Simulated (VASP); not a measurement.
Wanted: the native input for a VASP 6.6.1 run.

```yaml
Task: single point
Functional: PBE
Potentials_or_basis: VASP PAW PBE potentials, release 64 (W_sv, F)
Cutoff: 520 eV
k_mesh: 11 × 11 × 11
Occupations: fermi-dirac, width 0.05 eV
Spin: no spin polarisation
Dipole_correction: no
Further_INCAR_settings: ALGO = Normal; EDIFF = 1e-07; NBANDS = 18
```

The structure of WF lies in POSCAR:

```
WF
1.0
    1.3380068700      0.7725016053      4.9661097367
   -1.3380068700      0.7725016053      4.9661097367
    0.0000000000     -1.5449934148      4.9661097367
W F
1 1
Direct
    0.8141200000      0.8141200000      0.8141200000
    0.9371200000      0.9371200000      0.9371200000
```

One way to write it, as run:

INCAR

```
  PREC = Accurate
  ENCUT = 520
  EDIFF = 1E-7
  ISMEAR = -1
  SIGMA = 0.05
  LREAL = False
  LASPH = True
  NELM = 60
  ALGO = Normal
  ISIF = 2
  LWAVE = False
  LCHARG = True
  GGA = PE
  LELF = True
  LVHAR = True
  NBANDS = 18
```

KPOINTS

```
Automatic mesh
0
Gamma
  11 11 11
```

Potentials or basis: VASP PAW PBE potentials, release 64 (W_sv, F).

Launch:

```bash
$ cat potpaw_PBE.64/W_sv/POTCAR potpaw_PBE.64/F/POTCAR > POTCAR
$ mpirun -np 1 vasp_std > vasp.out
```

Results of the run:

The pressure is 13.6 GPa and the largest force is 1.754 eV/Å.

Caveat: an odd number of electrons without spin polarisation forces a metal; a magnetic or distorted state may lie lower.

Wall time 2.2 min on 1 thread of Intel(R) Xeon(R) Platinum 8559C (Emerald Rapids) (shared host), peak memory 0.29 GiB.
